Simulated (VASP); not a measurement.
# Pt (P6_3/mmc) in VASP: a series of runs

Runs on Pt. Level: LDA. Tasks: single point.

Everything below comes from runs of VASP 6.6.1. Logs are shortened: lines on timing, memory, paths and dates and some standing lists are left out, and cuts for length are marked.

## 1. The cell of the first run

Symmetry: P6_3/mmc, No. 194, hexagonal system. Conventional cell: a = 2.862 Å, b = 2.862 Å, c = 4.942 Å, α = 90.00°, β = 90.00°, γ = 120.00°. Within 3.8 Å of Pt (site symmetry -6m2) lie 12 Pt at 2.86 to 2.97 Å.

## 2. Single point, LDA, collinear spin, ferromagnetic start

INCAR reads:

```
ALGO = Fast ; EDIFF = 1E-6
ENCUT = 520 ; GGA = CA
ISIF = 2 ; ISMEAR = 0
ISPIN = 2 ; LASPH = True
LCHARG = False ; LMAXMIX = 4
LORBIT = 11 ; LREAL = False
LWAVE = False ; MAGMOM = 0.3 0.3
NBANDS = 21 ; NELM = 150
NUPDOWN = 0.6 ; PREC = Accurate
SIGMA = 0.15
```

KPOINTS reads:

```
k-points
0
Gamma
  21 21 10
```

POSCAR reads:

```
Pt
1.0
    2.8619386323      0.0000000000      0.0000000000
   -1.4309693161      2.4785115596      0.0000000000
    0.0000000000      0.0000000000      4.9418131020
Pt
2
Direct
    0.6666666667      0.3333333333      0.7500000000
    0.3333333333      0.6666666667      0.2500000000
```

Potentials or basis: VASP PAW LDA potentials, release 64 (Pt).

On the command line:

```
cat potpaw_LDA.64/Pt/POTCAR > POTCAR
mpirun -np 1 vasp_std > vasp.out
```

OUTCAR:

```text
EDIFF = 1E-6
   ENCUT = 520
   GGA = CA
   ISIF = 2
   ISMEAR = 0
   ISPIN = 2
   LASPH = True
   LORBIT = 11
   LREAL = False
   NELM = 150
   NUPDOWN = 0.6
   PREC = Accurate

 ion  position               nearest neighbor table
   1  0.667  0.333  0.750-   2 2.97   2 2.97   2 2.97   2 2.97   2 2.97   2 2.97
   2  0.333  0.667  0.250-   1 2.97   1 2.97   1 2.97   1 2.97   1 2.97   1 2.97

  LATTYP: Found a hexagonal cell.
 ALAT       =     2.8619386323
 C/A-ratio  =     1.7267362222

  Lattice vectors:

 A1 = (   2.8619386323,   0.0000000000,   0.0000000000)
 A2 = (  -1.4309693161,   2.4785115596,   0.0000000000)
 A3 = (   0.0000000000,   0.0000000000,   4.9418131020)

Analysis of symmetry for initial positions (statically):
=====================================================================
 Subroutine PRICEL returns:
 Original cell was already a primitive cell.

 Routine SETGRP: Setting up the symmetry group for a
 hexagonal supercell.

 Subroutine GETGRP returns: Found 24 space group operations
 (whereof 12 operations were pure point group operations)
 out of a pool of 24 trial point group operations.

The static configuration has the point symmetry D_3d.
 The point group associated with its full space group is D_6h.

Analysis of symmetry for dynamics (positions and initial velocities):
=====================================================================
 Subroutine PRICEL returns:
 Original cell was already a primitive cell.

 Routine SETGRP: Setting up the symmetry group for a
 hexagonal supercell.

 Subroutine GETGRP returns: Found 24 space group operations
 (whereof 12 operations were pure point group operations)
 out of a pool of 24 trial point group operations.

The dynamic configuration has the point symmetry D_3d.
 The point group associated with its full space group is D_6h.

Analysis of structural, dynamic, and magnetic symmetry:
=====================================================================
 Subroutine PRICEL returns:
 Original cell was already a primitive cell.

 Routine SETGRP: Setting up the symmetry group for a
 hexagonal supercell.

 Subroutine GETGRP returns: Found 24 space group operations
 (whereof 12 operations were pure point group operations)
 out of a pool of 24 trial point group operations.

The overall configuration has the point symmetry D_3d.
 The point group associated with its full space group is D_6h.

 Subroutine INISYM returns: Found 24 space group operations
 (whereof 12 operations are pure point group operations),
 and found     1 'primitive' translations

----------------------------------------------------------------------------------------

                                     Primitive cell

  volume of cell :      35.0540

  direct lattice vectors                    reciprocal lattice vectors
     2.861938632  0.000000000  0.000000000     0.349413502  0.201733979  0.000000000
    -1.430969316  2.478511560  0.000000000     0.000000000  0.403467959  0.000000000
     0.000000000  0.000000000  4.941813102     0.000000000  0.000000000  0.202354881

  length of vectors
     2.861938632  2.861938632  4.941813102     0.403467959  0.403467959  0.202354881

  position of ions in fractional coordinates (direct lattice)
     0.666666667  0.333333333  0.750000000
     0.333333333  0.666666667  0.250000000

  ion indices of the primitive-cell ions
   primitive index   ion index
                 1           1
                 2           2

----------------------------------------------------------------------------------------

 KPOINTS: k-points

Automatic generation of k-mesh.
 Grid dimensions read from file:
 generate k-points for:   21   21   10

 Generating k-lattice:

  Cartesian coordinates                     Fractional coordinates (reciprocal lattice)
     0.016638738  0.009606380  0.000000000     0.047619048  0.000000000  0.000000000
     0.000000000  0.019212760  0.000000000     0.000000000  0.047619048  0.000000000
     0.000000000  0.000000000  0.020235488     0.000000000  0.000000000  0.100000000

  Length of vectors
     0.019212760  0.019212760  0.020235488

  Shift w.r.t. Gamma in fractional coordinates (k-lattice)
     0.000000000  0.000000000  0.000000000

 Subroutine IBZKPT returns following result:
 ===========================================

 Found    288 irreducible k-points:

 Following reciprocal coordinates:
            Coordinates               Weight
  0.000000  0.000000  0.000000      1.000000
  0.047619 -0.000000  0.000000      6.000000
  0.095238 -0.000000  0.000000      6.000000
  0.142857  0.000000  0.000000      6.000000
  0.190476 -0.000000  0.000000      6.000000
  0.238095  0.000000  0.000000      6.000000
[... 16 lines left out ...]
  0.142857  0.095238  0.000000     12.000000
  0.190476  0.095238  0.000000     12.000000
 [... further k-points ...]
   k-points           NKPTS =    288   k-points in BZ     NKDIM =    288   number of bands    NBANDS=     21
   number of dos      NEDOS =    301   number of ions     NIONS =      2
   total plane-waves  NPLWV =  23040
   dimension x,y,z NGX =    24 NGY =   24 NGZ =   40
   dimension x,y,z NGXF=    48 NGYF=   48 NGZF=   80
   ions per type =               2
   NGX,Y,Z   is equivalent  to a cutoff of  13.94, 13.94, 13.46 a.u.
   NGXF,Y,Z  is equivalent  to a cutoff of  27.88, 27.88, 26.91 a.u.
 SYSTEM =  unknown system
   PREC   = accura    normal or accurate (medium, high low for compatibility)
   ISTART =      0    job   : 0-new  1-cont  2-samecut
   ICHARG =      2    charge: 1-file 2-atom 10-const
   ISPIN  =      2    spin polarized calculation?
   LNONCOLLINEAR =      F non collinear calculations
   LSORBIT =      F    spin-orbit coupling
   LASPH  =      T    aspherical Exc in radial PAW
   ENCUT  =  520.0 eV  38.22 Ry    6.18 a.u.   5.32  5.32  9.19*2*pi/ulx,y,z
   NELM   =    150;   NELMIN=  2; NELMDL= -5     # of ELM steps
   EDIFF  = 0.1E-05   stopping-criterion for ELM
   LREAL  =      F    real-space projection
   EDIFFG = 0.1E-04   stopping-criterion for IOM
   NSW    =      0    number of steps for IOM
   IBRION =     -1    ionic relax: 0-MD 1-quasi-New 2-CG
   NFREE  =      0    steps in history (QN), initial steepest desc. (CG)
   ISIF   =      2    stress and relaxation
   ISYM   =      2    0-nonsym 1-usesym 2-fastsym
   POTIM  = 0.5000    time-step for ionic-motion
   TEBEG  =    0.0;   TEEND  =   0.0 temperature during run
   PSTRESS=    0.0 pullay stress
   NELECT =      20.0000    total number of electrons
   NUPDOWN=       0.6000    fix difference up-down
   EMIN   =  10.00;   EMAX   =-10.00  energy-range for DOS
   EFERMI =   0.00;   METHOD = LEGACY
   ISMEAR =     0;   SIGMA  =   0.15  broadening in eV -4-tet -1-fermi 0-gaus
   EFERMI_NEDOS =   21; number of points for ismear=-14 and -15
   IALGO  =     68    algorithm
   IMIX   =      4    mixing-type and parameters
     AMIX     =   0.40;   BMIX     =  1.00
     AMIX_MAG =   1.60;   BMIX_MAG =  1.00
  volume/ion in A,a.u.               =      17.53       118.28
  Fermi-wavevector in a.u.,A,eV,Ry     =   1.357810  2.565889 25.084350  1.843648
  Thomas-Fermi vector in A             =   2.484697
   LORBIT       =     11    0 simple, 1 ext, 2 COOP (PROOUT), +10 PAW based schemes
   GGA     = CA    functional components
   LHFCALC =     F    Hartree Fock is set to
   AEXX    =    0.0000 exact exchange contribution
   IVDW    =     0    specifies the selected vdW correction
   LEPSILON=     F    determine dielectric tensor
   LRPA    =     F    only Hartree local field effects (RPA)
 spin polarized calculation
 RMM-DIIS sequential band-by-band and
 Gauss-broadening in eV      SIGMA  =   0.15
  energy-cutoff  :      520.00
  volume of cell :       35.05
 maximum number of plane-waves:       978
 NGX is ok and might be reduce to    24
   NGX = 11   NGY = 11   NGZ = 19

 number of electron      20.0000002 magnetization       0.6000000

 Free energy of the ion-electron system (eV)
  ---------------------------------------------------
  ext. energy  EPLUGINS =         0.00000000
  ---------------------------------------------------
  free energy    TOTEN  =       -14.27680660 eV

  energy without entropy =      -14.22860501  energy(sigma->0) =      -14.25270580

 E-fermi :   8.3835     XC(G=0): -12.8253

 val. band max:        8.4672232137   @ k =   0.3810   0.1429   0.2000
 cond. band min:       8.3837010304   @ k =   0.1429   0.0000   0.1000
 fundamental gap:     -0.0835221833
 Fermi energy:         8.4685050671

 spin component 1

 k-point     1 :       0.0000    0.0000    0.0000
  band No.  band energies     occupation
      1      -0.2640      1.00000
      2       2.2601      1.00000
      3       5.0200      1.00000
      4       5.4508      1.00000
      5       5.4508      1.00000
      6       5.7590      1.00000
[... 13 lines left out ...]
     20      30.2261      0.00000
     21      31.5224      0.00000

 k-point     2 :       0.0476   -0.0000    0.0000
  band No.  band energies     occupation
      1      -0.1896      1.00000
      2       2.3278      1.00000
      3       5.0157      1.00000
      4       5.4468      1.00000
      5       5.5044      1.00000
      6       5.7252      1.00000
[... 13 lines left out ...]
     20      30.3068      0.00000
     21      31.9372      0.00000

 k-point     3 :       0.0952   -0.0000    0.0000
  band No.  band energies     occupation
      1       0.0304      1.00000
      2       2.5227      1.00000
      3       4.9739      1.00000
      4       5.4622      1.00000
      5       5.6459      1.00000
      6       5.6635      1.00000
[... 13 lines left out ...]
     20      30.5443      0.00000
     21      31.5982      0.00000
[... 457 lines left out ...]
 k-point    23 :       0.1429    0.0952    0.0000
  band No.  band energies     occupation
      1       1.0510      1.00000
      2       3.3175      1.00000
      3       4.6384      1.00000
      4       5.2240      1.00000
      5       5.2863      1.00000
      6       5.8089      1.00000
[... 13 lines left out ...]
     20      28.6107      0.00000
     21      29.7725      0.00000

 k-point    24 :       0.1905    0.0952    0.0000
  band No.  band energies     occupation
      1       1.5864      1.00000
      2       3.5645      1.00000
      3       4.6012      1.00000
      4       4.7930      1.00000
      5       5.1798      1.00000
      6       5.8441      1.00000
[... 13 lines left out ...]
     20      28.2037      0.00000
     21      28.7821      0.00000

 [... further k-points ...]

 spin component 2

 k-point     1 :       0.0000    0.0000    0.0000
  band No.  band energies     occupation
      1      -0.2042      1.00000
      2       2.3751      1.00000
      3       5.1914      1.00000
      4       5.6124      1.00000
      5       5.6124      1.00000
      6       5.9242      1.00000
[... 13 lines left out ...]
     20      30.2826      0.00000
     21      31.5634      0.00000

 k-point     2 :       0.0476   -0.0000    0.0000
  band No.  band energies     occupation
      1      -0.1297      1.00000
      2       2.4432      1.00000
      3       5.1858      1.00000
      4       5.6093      1.00000
      5       5.6663      1.00000
      6       5.8898      1.00000
[... 13 lines left out ...]
     20      30.3633      0.00000
     21      31.9468      0.00000

 k-point     3 :       0.0952   -0.0000    0.0000
  band No.  band energies     occupation
      1       0.0902      1.00000
      2       2.6394      1.00000
      3       5.1394      1.00000
      4       5.6273      1.00000
      5       5.8094      1.00000
      6       5.8262      1.00000
[... 13 lines left out ...]
     20      30.6014      0.00000
     21      31.6567      0.00000
[... 457 lines left out ...]
 k-point    23 :       0.1429    0.0952    0.0000
  band No.  band energies     occupation
      1       1.1124      1.00000
      2       3.4424      1.00000
      3       4.7906      1.00000
      4       5.3474      1.00000
      5       5.4425      1.00000
      6       5.9813      1.00000
[... 13 lines left out ...]
     20      28.6853      0.00000
     21      29.8595      0.00000

 k-point    24 :       0.1905    0.0952    0.0000
  band No.  band energies     occupation
      1       1.6506      1.00000
      2       3.6962      1.00000
      3       4.7472      1.00000
      4       4.9173      1.00000
      5       5.3335      1.00000
      6       5.9979      1.00000
[... 13 lines left out ...]
     20      28.2702      0.00000
     21      28.8596      0.00000

 [... further k-points ...]

------------------------ aborting loop because EDIFF is reached ----------------------------------------

  FORCE on cell =-STRESS in cart. coord.  units (eV):
  Direction    XX          YY          ZZ          XY          YZ          ZX
  --------------------------------------------------------------------------------------
  -------------------------------------------------------------------------------------
  Total       -6.9697708     -6.9697708     -6.5063409     -0.0000000     -0.0000000      0.0000000
  in kB     -318.5601845   -318.5601845   -297.3786719     -0.0000000     -0.0000000      0.0000000
  external PRESSURE =    -311.4996803 kB  Pullay stress =       0.0000000 kB

 VOLUME and BASIS-vectors are now :
 -----------------------------------------------------------------------------
  energy-cutoff  :      520.00
  volume of cell :       35.05
      direct lattice vectors                 reciprocal lattice vectors
     2.861938632  0.000000000  0.000000000     0.349413502  0.201733979  0.000000000
    -1.430969316  2.478511560  0.000000000     0.000000000  0.403467959  0.000000000
     0.000000000  0.000000000  4.941813102     0.000000000  0.000000000  0.202354881

 POSITION                                       TOTAL-FORCE (eV/Angst)
 -----------------------------------------------------------------------------------
      1.43097      0.82617      3.70636         0.000000      0.000000      0.000000
     -0.00000      1.65234      1.23545        -0.000000     -0.000000      0.000000
 -----------------------------------------------------------------------------------
    total drift:                               -0.000000      0.000000     -0.000000

  FREE ENERGIE OF THE ION-ELECTRON SYSTEM (eV)
  ---------------------------------------------------
  free  energy   TOTEN  =       -14.2768065960 eV

  energy  without entropy=      -14.2286050071  energy(sigma->0) =      -14.25270580

 total charge

# of ion       s       p       d       tot
------------------------------------------
    1        0.571   0.444   7.960   8.975
    2        0.571   0.444   7.960   8.975
--------------------------------------------------
tot          1.142   0.888  15.920  17.950

 magnetization (x)

# of ion       s       p       d       tot
------------------------------------------
    1        0.002  -0.001   0.297   0.297
    2        0.002  -0.001   0.297   0.297
--------------------------------------------------
tot          0.003  -0.003   0.593   0.594
```

Run time: 2 min. Hardware: 1 thread of Intel Xeon 6975P-C (Granite Rapids), shared host; peak memory 0.37 GiB.

Results:

```yaml
Free_energy: -14.2768 eV
Pressure: -31.1 GPa
Net_moment: 0.60 μB per cell
Site_moments: Pt +0.30 μB
Valence_electrons_inside_the_program's_atomic_spheres: Pt 8.97
```

Caveat: spin-orbit coupling is left out, which moves the levels of the heavy elements; the total moment is fixed, so each spin has its own Fermi level.

## 3. Single point, LDA, collinear spin, ferromagnetic start

This run uses another cell than the first one, of 13.52 Å³/atom, 0.771 times its volume.

INCAR reads:

```
PREC = Accurate
ENCUT = 520
EDIFF = 1E-7
ISMEAR = 0
SIGMA = 0.15
LREAL = False
LASPH = True
NELM = 150
ALGO = Normal
ISIF = 2
LWAVE = False
LCHARG = True
ISPIN = 2
MAGMOM = 0.15 0.15
LORBIT = 11
NUPDOWN = 0.3
LMAXMIX = 4
GGA = CA
LELF = True
LVHAR = True
NBANDS = 21
```

KPOINTS reads:

```
Automatic mesh
0
Gamma
  21 21 10
```

POSCAR reads:

```
Pt
1.0
    2.6244633715      0.0000000000      0.0000000000
   -1.3122316858      2.2728519510      0.0000000000
    0.0000000000      0.0000000000      4.5317559673
Pt
2
Direct
    0.6666666667      0.3333333333      0.7500000000
    0.3333333333      0.6666666667      0.2500000000
```

Potentials or basis: VASP PAW LDA potentials, release 64 (Pt).

On the command line:

```
cat potpaw_LDA.64/Pt/POTCAR > POTCAR
mpirun -np 1 vasp_std > vasp.out
```

It took 3.1 min on 1 thread of Intel Xeon Platinum 8259CL at 2.50GHz (Skylake/Cascade Lake), shared host; peak memory 0.32 GiB.

It converged, with:

```yaml
Free_energy: -14.5936 eV
Pressure: 38.1 GPa
Net_moment: 0.30 μB per cell
Site_moments: Pt +0.15 μB
Valence_electrons_inside_the_program's_atomic_spheres: Pt 9.65
```

Stress tensor (GPa, compression positive):
```
40.20  0.00  0.00
 0.00 40.20  0.00
 0.00  0.00 34.01
```

Caveat: spin-orbit coupling is left out, which moves the levels of the heavy elements; the total moment is fixed, so each spin has its own Fermi level.

(Continued in part 2 of 2.)
